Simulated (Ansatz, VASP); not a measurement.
Ti2Al: VASP beside Ansatz

```xyz
3
Lattice="4.5430 0.0000 0.0000 -2.2715 3.9344 0.0000 0.0000 0.0000 2.7290" Properties=species:S:1:pos:R:3 pbc="T T T"
Ti    0.0000    2.6229    1.3645
Ti    2.2715    1.3115    1.3645
Al    0.0000    0.0000    0.0000
```

Change from the starting cell: species swapped into the SmCd2 type (P-3m1, No. 164).

Alike in both runs: functional PBE; k mesh 6 × 6 × 6; occupations gaussian, width 0.1 eV; no spin polarisation.

Ansatz relaxed the structure, and its values are those at the end. VASP's run is a single point on that final structure, the one shown.

```csv
,VASP,Ansatz
version,VASP 6.6.1,Ansatz 0.2.0
potentials or method,"VASP PAW PBE potentials, release 64 (Ti_sv, Al), cutoff 520 eV","scalar-relativistic, plane waves, PAW"
valence electrons in the cell,27,27
```

```csv
,VASP,Ansatz,Ansatz less VASP
gap on the k mesh at the Fermi level (eV),none,none,-
pressure (GPa),-0.1,0.0,+0.11
```

A gap of «none» marks a metal or a gap that the smearing closes.

The k mesh is coarse, so the values compare programs but aren't converged.
